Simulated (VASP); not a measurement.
# C in VASP: a series of runs

The runs below take C through single point, with PBEsol.

Program: VASP 6.6.1. These are calculated values, not measurements. Logs are shortened: lines on timing, memory, paths and dates and some standing lists are left out, and cuts for length are marked.

## (1) The cell of the first run

The cell holds a slab with vacuum, 2 atoms: a = 2.456 Å, b = 2.456 Å, c = 8.524 Å, α = 90.00°, β = 90.00°, γ = 120.00°.

## (2) Single point, PBEsol

The input, INCAR:

```
PREC = Accurate ; ENCUT = 600
EDIFF = 1E-6 ; ISMEAR = -1
SIGMA = 0.05 ; LREAL = F
LASPH = T ; NELM = 120
ALGO = Normal ; ISIF = 2
LWAVE = F ; LCHARG = T
GGA = PS ; LELF = T
LVHAR = T ; NBANDS = 11
GGA_COMPAT = F
```

The input, KPOINTS:

```
regular mesh
0
Gamma
  3 3 1
```

The input, POSCAR:

```
C
1.0
    2.4561700000      0.0000000000      0.0000000000
   -1.2280850000      2.1271060000      0.0000000000
    0.0000000000      0.0000000000      8.5238030000
C
2
Direct
    0.3333333333      0.6666666667      0.0000000000
    0.6666666667      0.3333333333      0.0000000000
```

Potentials or basis: VASP PAW PBE potentials, release 64 (C).

The run is started by

```sh
$ cat potpaw_PBE.64/C/POTCAR > POTCAR
$ mpirun -np 1 vasp_std > vasp.out
```

OUTCAR:

```text
PREC = Accurate
   ENCUT = 600
   EDIFF = 1E-6
   ISMEAR = -1
   LREAL = F
   LASPH = T
   NELM = 120
   ISIF = 2
   GGA = PS

 ion  position               nearest neighbor table
   1  0.333  0.667  0.000-   2 1.42   2 1.42   2 1.42
   2  0.667  0.333  0.000-   1 1.42   1 1.42   1 1.42

  LATTYP: Found a hexagonal cell.
 ALAT       =     2.4561700000
 C/A-ratio  =     3.4703636149

  Lattice vectors:

 A1 = (   2.4561700000,   0.0000000000,   0.0000000000)
 A2 = (  -1.2280850000,   2.1271060000,   0.0000000000)
 A3 = (   0.0000000000,   0.0000000000,   8.5238030000)

Analysis of symmetry for initial positions (statically):
=====================================================================
 Subroutine PRICEL returns:
 Original cell was already a primitive cell.

 Routine SETGRP: Setting up the symmetry group for a
 hexagonal supercell.

 Subroutine GETGRP returns: Found 24 space group operations
 (whereof 24 operations were pure point group operations)
 out of a pool of 24 trial point group operations.

The static configuration has the point symmetry D_6h.

Analysis of symmetry for dynamics (positions and initial velocities):
=====================================================================
 Subroutine PRICEL returns:
 Original cell was already a primitive cell.

 Routine SETGRP: Setting up the symmetry group for a
 hexagonal supercell.

 Subroutine GETGRP returns: Found 24 space group operations
 (whereof 24 operations were pure point group operations)
 out of a pool of 24 trial point group operations.

The dynamic configuration has the point symmetry D_6h.

 Subroutine INISYM returns: Found 24 space group operations
 (whereof 24 operations are pure point group operations),
 and found     1 'primitive' translations

----------------------------------------------------------------------------------------

                                     Primitive cell

  volume of cell :      44.5329

  direct lattice vectors                    reciprocal lattice vectors
     2.456170000  0.000000000  0.000000000     0.407137942  0.235061158  0.000000000
    -1.228085000  2.127106000  0.000000000     0.000000000  0.470122316  0.000000000
     0.000000000  0.000000000  8.523803000     0.000000000  0.000000000  0.117318526

  length of vectors
     2.456170000  2.456170333  8.523803000     0.470122380  0.470122316  0.117318526

  position of ions in fractional coordinates (direct lattice)
     0.333333333  0.666666667  0.000000000
     0.666666667  0.333333333  0.000000000

  ion indices of the primitive-cell ions
   primitive index   ion index
                 1           1
                 2           2

----------------------------------------------------------------------------------------

 KPOINTS: regular mesh

Automatic generation of k-mesh.
 Grid dimensions read from file:
 generate k-points for:    3    3    1

 Generating k-lattice:

  Cartesian coordinates                     Fractional coordinates (reciprocal lattice)
     0.135712647  0.078353719  0.000000000     0.333333333 -0.000000000  0.000000000
     0.000000000  0.156707439  0.000000000     0.000000000  0.333333333  0.000000000
     0.000000000  0.000000000  0.117318526     0.000000000  0.000000000  1.000000000

  Length of vectors
     0.156707460  0.156707439  0.117318526

  Shift w.r.t. Gamma in fractional coordinates (k-lattice)
     0.000000000  0.000000000  0.000000000

 Subroutine IBZKPT returns following result:
 ===========================================

 Found      3 irreducible k-points:

 Following reciprocal coordinates:
            Coordinates               Weight
  0.000000  0.000000  0.000000      1.000000
  0.333333  0.000000  0.000000      6.000000
  0.333333  0.333333  0.000000      2.000000
   k-points           NKPTS =      3   k-points in BZ     NKDIM =      3   number of bands    NBANDS=     11
   number of dos      NEDOS =    301   number of ions     NIONS =      2
   total plane-waves  NPLWV =  28000
   dimension x,y,z NGX =    20 NGY =   20 NGZ =   70
   dimension x,y,z NGXF=    40 NGYF=   40 NGZF=  140
   ions per type =               2
   NGX,Y,Z   is equivalent  to a cutoff of  13.54, 13.54, 13.65 a.u.
   NGXF,Y,Z  is equivalent  to a cutoff of  27.07, 27.07, 27.31 a.u.
 SYSTEM =  unknown system
   PREC   = accura    normal or accurate (medium, high low for compatibility)
   ISTART =      0    job   : 0-new  1-cont  2-samecut
   ICHARG =      2    charge: 1-file 2-atom 10-const
   ISPIN  =      1    spin polarized calculation?
   LNONCOLLINEAR =      F non collinear calculations
   LSORBIT =      F    spin-orbit coupling
   LASPH  =      T    aspherical Exc in radial PAW
   ENCUT  =  600.0 eV  44.10 Ry    6.64 a.u.   4.91  4.91 17.02*2*pi/ulx,y,z
   NELM   =    120;   NELMIN=  2; NELMDL= -5     # of ELM steps
   EDIFF  = 0.1E-05   stopping-criterion for ELM
   LREAL  =      F    real-space projection
   EDIFFG = 0.1E-04   stopping-criterion for IOM
   NSW    =      0    number of steps for IOM
   IBRION =     -1    ionic relax: 0-MD 1-quasi-New 2-CG
   NFREE  =      0    steps in history (QN), initial steepest desc. (CG)
   ISIF   =      2    stress and relaxation
   ISYM   =      2    0-nonsym 1-usesym 2-fastsym
   POTIM  = 0.5000    time-step for ionic-motion
   TEBEG  =    0.0;   TEEND  =   0.0 temperature during run
   PSTRESS=    0.0 pullay stress
   NELECT =       8.0000    total number of electrons
   NUPDOWN=      -1.0000    fix difference up-down
   EMIN   =  10.00;   EMAX   =-10.00  energy-range for DOS
   EFERMI =   0.00;   METHOD = LEGACY
   ISMEAR =    -1;   SIGMA  =   0.05  broadening in eV -4-tet -1-fermi 0-gaus
   EFERMI_NEDOS =   21; number of points for ismear=-14 and -15
   IALGO  =     38    algorithm
   IMIX   =      4    mixing-type and parameters
     AMIX     =   0.40;   BMIX     =  1.00
     AMIX_MAG =   1.60;   BMIX_MAG =  1.00
  volume/ion in A,a.u.               =      22.27       150.26
  Fermi-wavevector in a.u.,A,eV,Ry     =   0.923729  1.745594 11.609511  0.853275
  Thomas-Fermi vector in A             =   2.049397
   LORBIT       =      0    0 simple, 1 ext, 2 COOP (PROOUT), +10 PAW based schemes
   GGA     = PS    functional components
   LHFCALC =     F    Hartree Fock is set to
   AEXX    =    0.0000 exact exchange contribution
   IVDW    =     0    specifies the selected vdW correction
   LEPSILON=     F    determine dielectric tensor
   LRPA    =     F    only Hartree local field effects (RPA)
 non-spin polarized calculation
  energy-cutoff  :      600.00
  volume of cell :       44.53
 maximum number of plane-waves:      1503
 NGX is ok and might be reduce to    20
   NGX =  9   NGY =  9   NGZ = 35

 number of electron       7.9999999 magnetization

 Free energy of the ion-electron system (eV)
  ---------------------------------------------------
  ext. energy  EPLUGINS =         0.00000000
  ---------------------------------------------------
  free energy    TOTEN  =       -18.74051384 eV

  energy without entropy =      -18.70970730  energy(sigma->0) =      -18.72511057

 E-fermi :  -0.7202     XC(G=0):  -4.9670

 val. band max:       -0.7201920011   @ k =   0.3333   0.3333   0.0000
 cond. band min:      -0.7201891503   @ k =   0.3333   0.3333   0.0000
 fundamental gap:      0.0000028509
 Fermi energy:        -0.7201905757

 k-point     1 :       0.0000    0.0000    0.0000
  band No.  band energies     occupation
      1     -20.2932      2.00000
      2      -8.4582      2.00000
      3      -3.6964      2.00000
      4      -3.6964      2.00000
      5       2.3651      0.00000
      6       4.7255      0.00000
      7       6.3079      0.00000
      8       7.6503      0.00000
      9       7.6503      0.00000
     10      10.8844      0.00000
     11      12.1654      0.00000

 k-point     2 :       0.3333    0.0000    0.0000
  band No.  band energies     occupation
      1     -17.6854      2.00000
      2     -10.3426      2.00000
      3      -6.4915      2.00000
      4      -5.4201      2.00000
      5       4.2353      0.00000
      6       5.9471      0.00000
      7       7.0695      0.00000
      8       8.2361      0.00000
      9       9.8312      0.00000
     10      15.1766      0.00000
     11      15.4685      0.00000

 k-point     3 :       0.3333    0.3333    0.0000
  band No.  band energies     occupation
      1     -13.2765      2.00000
      2     -13.2765      2.00000
      3     -11.4026      2.00000
      4      -0.7202      1.00001
      5      -0.7202      0.99999
      6       9.7699      0.00000
      7      12.2109      0.00000
      8      12.2109      0.00000
      9      12.6817      0.00000
     10      14.8062      0.00000
     11      14.8062      0.00000

------------------------ aborting loop because EDIFF is reached ----------------------------------------

  FORCE on cell =-STRESS in cart. coord.  units (eV):
  Direction    XX          YY          ZZ          XY          YZ          ZX
  --------------------------------------------------------------------------------------
  -------------------------------------------------------------------------------------
  Total        0.6803655      0.6803657     -0.0322639      0.0000000      0.0000000      0.0000000
  in kB       24.4777722     24.4777810     -1.1607719      0.0000000      0.0000000      0.0000000
  external PRESSURE =      15.9315938 kB  Pullay stress =       0.0000000 kB

 VOLUME and BASIS-vectors are now :
 -----------------------------------------------------------------------------
  energy-cutoff  :      600.00
  volume of cell :       44.53
      direct lattice vectors                 reciprocal lattice vectors
     2.456170000  0.000000000  0.000000000     0.407137942  0.235061158  0.000000000
    -1.228085000  2.127106000  0.000000000     0.000000000  0.470122316  0.000000000
     0.000000000  0.000000000  8.523803000     0.000000000  0.000000000  0.117318526

 POSITION                                       TOTAL-FORCE (eV/Angst)
 -----------------------------------------------------------------------------------
     -0.00000      1.41807      0.00000        -0.000000      0.000000     -0.000000
      1.22809      0.70904      0.00000         0.000000      0.000000      0.000000
 -----------------------------------------------------------------------------------
    total drift:                                0.000000     -0.000000     -0.000000

  FREE ENERGIE OF THE ION-ELECTRON SYSTEM (eV)
  ---------------------------------------------------
  free  energy   TOTEN  =       -18.7405138399 eV

  energy  without entropy=      -18.7097072986  energy(sigma->0) =      -18.72511057
```

Run time: 2.7 s. Hardware: 1 thread of Intel Xeon 6975P-C (Granite Rapids), shared host; peak memory 0.15 GiB.

Results:

```
Free energy            : -18.7405 eV
Band gap on the k mesh : zero (filled and empty bands touch)
```

Caveat: the k points lie up to 0.98 Å⁻¹ apart; the PAW data sets were made with another functional, which shifts forces and pressure a little.

## (3) Single point, PBEsol

The input, INCAR:

```
SYSTEM = C
PREC     = Accurate       ! precision mode
ENCUT    = 600            ! plane-wave cutoff, eV
EDIFF    = 1E-6           ! SCF threshold, eV
ISMEAR   = -1             ! smearing method
SIGMA    = 0.05           ! smearing width, eV
LREAL    = .FALSE.        ! projectors in reciprocal space
LASPH    = .TRUE.         ! aspherical terms in the spheres
NELM     = 120            ! most SCF steps
ALGO     = Normal         ! electronic algorithm
ISIF     = 2              ! what is computed and relaxed
LWAVE    = .FALSE.        ! write WAVECAR
LCHARG   = .FALSE.        ! write CHGCAR
GGA      = PS             ! functional
NBANDS   = 11             ! bands
GGA_COMPAT= .FALSE.
```

The input, KPOINTS:

```
regular mesh
0
G
  5 5 2
  0 0 0
```

POSCAR is that of step 2.

Potentials or basis: VASP PAW PBE potentials, release 64 (C).

The run is started by

```sh
$ cat potpaw_PBE.64/C/POTCAR > POTCAR
$ mpirun -np 1 vasp_std > vasp.out
```

OUTCAR:

```text
SYSTEM = C
   PREC = Accurate
   ENCUT = 600
   EDIFF = 1E-6
   ISMEAR = -1
   LREAL = .FALSE.
   LASPH = .TRUE.
   NELM = 120
   ISIF = 2
   GGA = PS

 ion  position               nearest neighbor table
   1  0.333  0.667  0.000-   2 1.42   2 1.42   2 1.42
   2  0.667  0.333  0.000-   1 1.42   1 1.42   1 1.42

  LATTYP: Found a hexagonal cell.
 ALAT       =     2.4561700000
 C/A-ratio  =     3.4703636149

  Lattice vectors:

 A1 = (   2.4561700000,   0.0000000000,   0.0000000000)
 A2 = (  -1.2280850000,   2.1271060000,   0.0000000000)
 A3 = (   0.0000000000,   0.0000000000,   8.5238030000)

Analysis of symmetry for initial positions (statically):
=====================================================================
 Subroutine PRICEL returns:
 Original cell was already a primitive cell.

 Routine SETGRP: Setting up the symmetry group for a
 hexagonal supercell.

 Subroutine GETGRP returns: Found 24 space group operations
 (whereof 24 operations were pure point group operations)
 out of a pool of 24 trial point group operations.

The static configuration has the point symmetry D_6h.

[... 155 lines left out ...]
      2      -8.4657      2.00000
      3      -3.7331      2.00000
      4      -3.7331      2.00000
      5       2.3523      0.00000
      6       4.7259      0.00000
      7       6.2686      0.00000
      8       7.6268      0.00000
      9       7.6268      0.00000
     10      10.8586      0.00000
     11      12.1398      0.00000
[... 113 lines left out ...]
 k-point    10 :       0.4000    0.2000    0.5000
  band No.  band energies     occupation
      1     -14.3770      2.00000
      2     -13.4687      2.00000
      3      -9.6276      2.00000
      4      -2.2538      2.00000
      5       0.5638      0.00000
      6      10.1899      0.00000
      7      10.5114      0.00000
      8      11.5344      0.00000
      9      11.7937      0.00000
     10      12.2811      0.00000
     11      13.3649      0.00000

------------------------ aborting loop because EDIFF is reached ----------------------------------------

  FORCE on cell =-STRESS in cart. coord.  units (eV):
  Direction    XX          YY          ZZ          XY          YZ          ZX
  --------------------------------------------------------------------------------------
  -------------------------------------------------------------------------------------
  Total        0.2506008      0.2506009     -0.0349385      0.0000000     -0.0000000      0.0000000
  in kB        9.0159618      9.0159650     -1.2569972      0.0000000     -0.0000000      0.0000000
  external PRESSURE =       5.5916432 kB  Pullay stress =       0.0000000 kB

 VOLUME and BASIS-vectors are now :
 -----------------------------------------------------------------------------
  energy-cutoff  :      600.00
  volume of cell :       44.53
      direct lattice vectors                 reciprocal lattice vectors
     2.456170000  0.000000000  0.000000000     0.407137942  0.235061158  0.000000000
    -1.228085000  2.127106000  0.000000000     0.000000000  0.470122316  0.000000000
     0.000000000  0.000000000  8.523803000     0.000000000  0.000000000  0.117318526

 POSITION                                       TOTAL-FORCE (eV/Angst)
 -----------------------------------------------------------------------------------
     -0.00000      1.41807      0.00000         0.000000     -0.000000      0.000000
      1.22809      0.70904      0.00000        -0.000000      0.000000     -0.000000
 -----------------------------------------------------------------------------------
    total drift:                                0.000000     -0.000000     -0.000000

  FREE ENERGIE OF THE ION-ELECTRON SYSTEM (eV)
  ---------------------------------------------------
  free  energy   TOTEN  =       -19.2617394352 eV

  energy  without entropy=      -19.2617394352  energy(sigma->0) =      -19.26173944
```

Run time: 3.8 s. Hardware: 1 thread of Intel Xeon 6975P-C (Granite Rapids), shared host; peak memory 0.15 GiB.

Results:

- Free energy: -19.2617 eV
- Band gap on the k mesh: 2.82 eV, direct

Levels at points of the mesh, in eV from the valence-band top:
```tsv
k point	band 1	band 2	band 3	band 4	band 5	band 6	band 7	band 8
(0.00, 0.00, 0.00)	-18.06	-6.21	-1.48	-1.48	4.61	6.98	8.52	9.88
(0.00, 0.00, 0.50)	-18.06	-6.21	-1.48	-1.48	5.34	5.41	9.88	9.88
```

Caveat: the k points lie up to 0.59 Å⁻¹ apart; the PAW data sets were made with another functional, which shifts forces and pressure a little.

## (4) Single point, PBEsol

The input, INCAR:

```
SYSTEM = C
PREC = Accurate ; ENCUT = 600
EDIFF = 1E-6 ; ISMEAR = -1
SIGMA = 0.05 ; LREAL = .False.
LASPH = .True. ; NELM = 120
ALGO = Normal ; ISIF = 2
LWAVE = .False. ; LCHARG = .True.
GGA = PS ; LELF = .True.
LVHAR = .True. ; NBANDS = 11
GGA_COMPAT = .False.
```

The input, KPOINTS:

```
regular mesh
0
Gamma
  6 6 2
  0 0 0
```

POSCAR is that of step 3.

The run is started by

```sh
$ cat potpaw_PBE.64/C/POTCAR > POTCAR
$ mpirun -np 1 vasp_std > vasp.out
```

It took 5.5 s on 1 thread of Intel Xeon 6975P-C (Granite Rapids), shared host; peak memory 0.15 GiB.

Results (log left out):

```
Free energy            : -19.2373 eV
Band gap on the k mesh : zero (filled and empty bands touch)
```

Levels at points of the mesh, in eV from the Fermi level:
```csv
k point,band 1,band 2,band 3,band 4,band 5,band 6,band 7,band 8,band 9
"(0.00, 0.00, 0.00)",-19.58,-7.73,-3.00,-3.00,3.10,5.47,7.02,8.36,8.36
"(0.50, 0.00, 0.00)",-14.25,-13.32,-6.44,-2.39,1.66,7.46,11.05,11.18,12.75
"(0.00, 0.00, 0.50)",-19.58,-7.73,-3.00,-3.00,3.82,3.90,8.36,8.36,9.08
"(0.50, 0.00, 0.50)",-14.25,-13.32,-6.44,-2.39,1.66,7.46,11.56,11.73,11.85
```

Caveat: the k points lie up to 0.49 Å⁻¹ apart; the PAW data sets were made with another functional, which shifts forces and pressure a little.

## (5) Single point, PBEsol

The input, INCAR:

```
  PREC = Accurate
  ENCUT = 600
  EDIFF = 1E-6
  ISMEAR = -1
  SIGMA = 0.05
  LREAL = False
  LASPH = True
  NELM = 120
  ALGO = Normal
  ISIF = 2
  LWAVE = False
  LCHARG = False
  GGA = PS
  NBANDS = 11
  GGA_COMPAT = False
```

The input, KPOINTS:

```
Automatic mesh
0
Gamma
  8 8 2
```

POSCAR is that of step 4.

The run is started by

```sh
$ cat potpaw_PBE.64/C/POTCAR > POTCAR
$ mpirun -np 1 vasp_std > vasp.out
```

Run time: 6 s. Hardware: 1 thread of Intel Xeon 6975P-C (Granite Rapids), shared host; peak memory 0.15 GiB.

Results (log left out):

```
Free energy            : -19.2868 eV
Band gap on the k mesh : 1.99 eV, direct
```

Levels at points of the mesh, in eV from the valence-band top:
| k point | band 1 | band 2 | band 3 | band 4 | band 5 | band 6 | band 7 | band 8 | band 9 |
| --- | --- | --- | --- | --- | --- | --- | --- | --- | --- |
| (0.00, 0.00, 0.00) | -18.55 | -6.70 | -1.97 | -1.97 | 4.13 | 6.50 | 8.05 | 9.39 | 9.39 |
| (0.50, 0.00, 0.00) | -13.22 | -12.28 | -5.40 | -1.35 | 2.69 | 8.49 | 12.08 | 12.21 | 13.78 |
| (0.00, 0.00, 0.50) | -18.55 | -6.70 | -1.97 | -1.97 | 4.86 | 4.94 | 9.39 | 9.39 | 10.11 |
| (0.50, 0.00, 0.50) | -13.22 | -12.28 | -5.40 | -1.35 | 2.69 | 8.49 | 12.60 | 12.76 | 12.88 |

Caveat: the PAW data sets were made with another functional, which shifts forces and pressure a little.

## (6) The runs side by side

| k mesh | gap on the mesh (eV) |
| --- | --- |
| 3 × 3 × 1 | none |
| 5 × 5 × 2 | 2.82 |
| 6 × 6 × 2 | none |
| 8 × 8 × 2 | 1.99 |

Alike in all rows: task single point; level PBEsol; potentials or basis VASP PAW PBE potentials, release 64 (C); no spin polarisation; cell as given; cutoff (eV) 600; smearing fermi-dirac 0.05 eV.

Caveats: some runs use coarse meshes; the PAW data sets were made with another functional, which shifts forces and pressure a little.

Total energies depend on the potentials used, so only differences within one code and one set of settings carry meaning.
